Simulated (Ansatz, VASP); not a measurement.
**MoS2 in VASP and in Ansatz**

```
Mo S
1.0
     3.14139    0.00000    0.00000
    -1.57069    2.72052    0.00000
     0.00000    0.00000   12.58509
Mo S
2 4
Direct
  0.66667 0.33333 0.25000
  0.33333 0.66667 0.75000
  0.66667 0.33333 0.62612
  0.33333 0.66667 0.37388
  0.66667 0.33333 0.87388
  0.33333 0.66667 0.12612
```

Alike in both runs: functional PBEsol; k mesh 12 × 12 × 2; occupations gaussian, width 0.02 eV; no spin polarisation.

Ansatz relaxed the structure, and its values are those at the end. VASP's run is a single point on that final structure, the one shown.

|  | VASP | Ansatz |
| --- | --- | --- |
| version | VASP 6.6.1 | Ansatz 0.2.0 |
| potentials or method | VASP PAW PBE potentials, release 64 (Mo_sv, S), cutoff 520 eV | scalar-relativistic, plane waves, PAW |
| valence electrons in the cell | 52 | 52 |

```csv
,VASP,Ansatz,Ansatz less VASP
gap on the k mesh at the Fermi level (eV),1.00,0.98,-0.015
least direct gap on the mesh (eV),1.75,1.74,-0.005
pressure (GPa),0.0,0.0,+0.01
```

VASP's potentials were made for PBE, not for PBEsol. With one functional, cell and mesh, what is left measures potentials, basis and numerics.
